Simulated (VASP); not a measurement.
BN, 4 atoms in the cell. The structure is hexagonal, space group P6_3mc (No. 186). Conventional cell: a = 2.503 Å, b = 2.503 Å, c = 4.347 Å, α = 90.00°, β = 90.00°, γ = 120.00°. B (site symmetry 3m) has 4 N at 1.54 to 1.63 Å within 2.1 Å. Within 2.1 Å of N (site symmetry 3m) lie 4 B at 1.54 to 1.63 Å.  This cell differs from its parent crystal: ratio of the length along z to the lengths across it x 1.05, volume and fractional coordinates fixed.

```yaml
Program: VASP 6.6.1
Task: single point
Functional: r2SCAN
Potentials_or_basis: VASP PAW PBE potentials, release 64 (B, N)
Cutoff: 520 eV
k_mesh: 12 × 12 × 6
Occupations: gaussian, width 0.05 eV
Spin: no spin polarisation
Dipole_correction: no
Further_INCAR_settings: ALGO = Normal; EDIFF = 1e-07; NBANDS = 16
```

Potentials or basis: VASP PAW PBE potentials, release 64 (B, N).

Run with:

```bash
$ cat potpaw_PBE.64/B/POTCAR potpaw_PBE.64/N/POTCAR > POTCAR
$ cp INCAR.step1 INCAR
$ mpirun -np 1 vasp_std > vasp.out
$ cp INCAR.step2 INCAR
$ mpirun -np 1 vasp_std > vasp.out
```

Hardware: 1 thread of Intel Xeon 8259CL, with other jobs on the host.

Question: How long does it take, and how much memory?

Answer: Wall time 95 s on 1 thread of Intel Xeon 8259CL, with other jobs on the host, peak memory 0.15 GiB. Counts: k points 76.
